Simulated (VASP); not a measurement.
CeRh3Au2: single point with r2SCAN

The system is CeRh3Au2.

```
CELL_PARAMETERS angstrom
5.59725 0.00000 0.00000
-2.79862 4.84736 0.00000
0.00000 0.00000 4.32506
ATOMIC_POSITIONS crystal
Rh 0.50000 0.00000 0.50000
Rh 0.50000 0.50000 0.50000
Rh 0.00000 0.50000 0.50000
Ce 0.00000 0.00000 0.00000
Au 0.33330 0.66670 0.00000
Au 0.66660 0.33330 0.00000
```

```yaml
Program: VASP 6.6.1
Task: single point
Functional: r2SCAN
Potentials_or_basis: VASP PAW PBE potentials, release 64 (Rh_pv, Ce, Au)
Cutoff: 800 eV
k_mesh: 4 × 4 × 4, shifted
Occupations: fermi-dirac, width 0.0749 eV
Spin: no spin polarisation
```

```json
{
 "Pressure": "-8.8 GPa",
 "Largest force": "0.023 eV/Å",
 "Band gap on the k mesh": "zero (an odd number of electrons rules out a gap without spin polarisation)"
}
```

Forces on the atoms (eV/Å):
```
Rh   0.000  0.000  0.000
Rh  -0.001  0.001  0.000
Rh  -0.001 -0.001  0.000
Ce  -0.001  0.000  0.000
Au  -0.018  0.010  0.000
Au   0.021 -0.010  0.000
```

Stress tensor (GPa, compression positive):
```
-11.50   0.36   0.00
  0.36 -11.07   0.00
  0.00   0.00  -3.98
```

Levels at points of the mesh, in eV from the Fermi level:
```tsv
k point	band 37	band 38	band 39	band 40	band 41	band 42
(0.12, 0.12, 0.12)	-0.82	-0.75	-0.13	0.16	0.16	0.33
```

Run time: 9 min on 4 MPI ranks on Intel(R) Xeon(R) Platinum 8488C (Sapphire Rapids), on a shared host, peak memory 0.33 GiB a rank.

Caveat: the stress differs along the axes, from -11 to -4 GPa; the PAW data sets were made with another functional, which shifts forces and pressure a little; spin-orbit coupling is left out, which moves the levels of the heavy elements; semilocal functionals describe open f shells poorly, which spoils levels, moments and volumes. Spin polarisation is off, so any magnetic state and its effect on volume and gap are missing.
